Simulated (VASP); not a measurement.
Here is a VASP 6.6.1 calculation.

Contents of POSCAR:

```
La2O3
1.0
    6.3702727145      0.0000000000      0.0000000000
   -3.1851363572      5.5168179998      0.0000000000
    0.0000000000      0.0000000000      3.2898942108
La O
2 3
Direct
    0.6666666667      0.3333333333      0.4981030000
    0.3333333333      0.6666666667      0.5018970000
    0.5046070000      0.0000000000      0.0000000000
    0.0000000000      0.5046070000      0.0000000000
    0.4953930000      0.4953930000      0.0000000000
```

File INCAR.step1:

```
  GGA = PE
  ISMEAR = 0
  SIGMA = 0.03
  LWAVE = False
  LCHARG = True
  NBANDS = 35
  PREC = Accurate
  LASPH = True
  LREAL = False
  ALGO = Normal
  EDIFF = 1E-6
  NELM = 200
  GGA_COMPAT = False
  ENCUT = 460
  EFERMI = MIDGAP
  LMAXMIX = 6
```

KPOINTS.step1

```
Automatic mesh
0
Gamma
  3 3 6
  0 0 0
```

Contents of INCAR.step2:

```
  GGA = PE
  ISMEAR = 0
  SIGMA = 0.03
  LWAVE = False
  LCHARG = False
  NBANDS = 35
  PREC = Accurate
  LASPH = True
  LREAL = False
  ALGO = Normal
  EDIFF = 1E-6
  NELM = 200
  GGA_COMPAT = False
  ENCUT = 460
  EFERMI = MIDGAP
  LMAXMIX = 6
  ICHARG = 11
```

Contents of KPOINTS.step2:

```
path GMKGALHA,LM,KH
12
line-mode
reciprocal
 0.0000000000  0.0000000000  0.0000000000  G
 0.5000000000  0.0000000000  0.0000000000  M

 0.5000000000  0.0000000000  0.0000000000  M
 0.3333333333  0.3333333333  0.0000000000  K

 0.3333333333  0.3333333333  0.0000000000  K
 0.0000000000  0.0000000000  0.0000000000  G

 0.0000000000  0.0000000000  0.0000000000  G
 0.0000000000  0.0000000000  0.5000000000  A

 0.0000000000  0.0000000000  0.5000000000  A
 0.5000000000  0.0000000000  0.5000000000  L

 0.5000000000  0.0000000000  0.5000000000  L
 0.3333333333  0.3333333333  0.5000000000  H

 0.3333333333  0.3333333333  0.5000000000  H
 0.0000000000  0.0000000000  0.5000000000  A

 0.5000000000  0.0000000000  0.5000000000  L
 0.5000000000  0.0000000000  0.0000000000  M

 0.3333333333  0.3333333333  0.0000000000  K
 0.3333333333  0.3333333333  0.5000000000  H
```

Potentials or basis: VASP PAW PBE potentials, release 64 (La, O).

The run is started by

```sh
$ cat potpaw_PBE.64/La/POTCAR potpaw_PBE.64/O/POTCAR > POTCAR
$ cp INCAR.step1 INCAR
$ cp KPOINTS.step1 KPOINTS
$ mpirun -np 1 vasp_std > vasp.out
$ cp INCAR.step2 INCAR
$ cp KPOINTS.step2 KPOINTS
$ mpirun -np 1 vasp_std > vasp.out
```

Problem. Estimate the band gap on the k mesh.

Solution. 1.64 eV (least direct gap 2.08 eV).

Problem. What does it give for the band gap along the path?

Solution. 1.64 eV (least direct gap 2.08 eV).

Levels at the corners of the path, in eV from the valence-band top:
```
point  band 18  band 19  band 20  band 21  band 22  band 23
    Γ    -0.94    -0.63    -0.44     1.64     3.51     4.00
    M    -1.09    -1.01    -0.88     2.72     3.51     4.23
    M    -1.09    -1.01    -0.88     2.72     3.51     4.23
    K    -1.24    -1.24    -0.94     3.19     3.19     4.18
    K    -1.24    -1.24    -0.94     3.19     3.19     4.18
    Γ    -0.94    -0.63    -0.44     1.64     3.51     4.00
    Γ    -0.94    -0.63    -0.44     1.64     3.51     4.00
    A    -1.08    -0.25     0.00     4.28     4.33     4.36
    A    -1.08    -0.25     0.00     4.28     4.33     4.36
    L    -1.25    -0.61    -0.59     4.34     4.38     4.40
    L    -1.25    -0.61    -0.59     4.34     4.38     4.40
    H    -1.60    -0.64    -0.64     4.36     4.36     4.44
    H    -1.60    -0.64    -0.64     4.36     4.36     4.44
    A    -1.08    -0.25     0.00     4.28     4.33     4.36
    L    -1.25    -0.61    -0.59     4.34     4.38     4.40
    M    -1.09    -1.01    -0.88     2.72     3.51     4.23
    K    -1.24    -1.24    -0.94     3.19     3.19     4.18
    H    -1.60    -0.64    -0.64     4.36     4.36     4.44
```

Caveat: the log is that of the step along the path at fixed density, whose energy, stress, charges and moments have no meaning; spin-orbit coupling is left out, which moves the levels of the heavy elements.
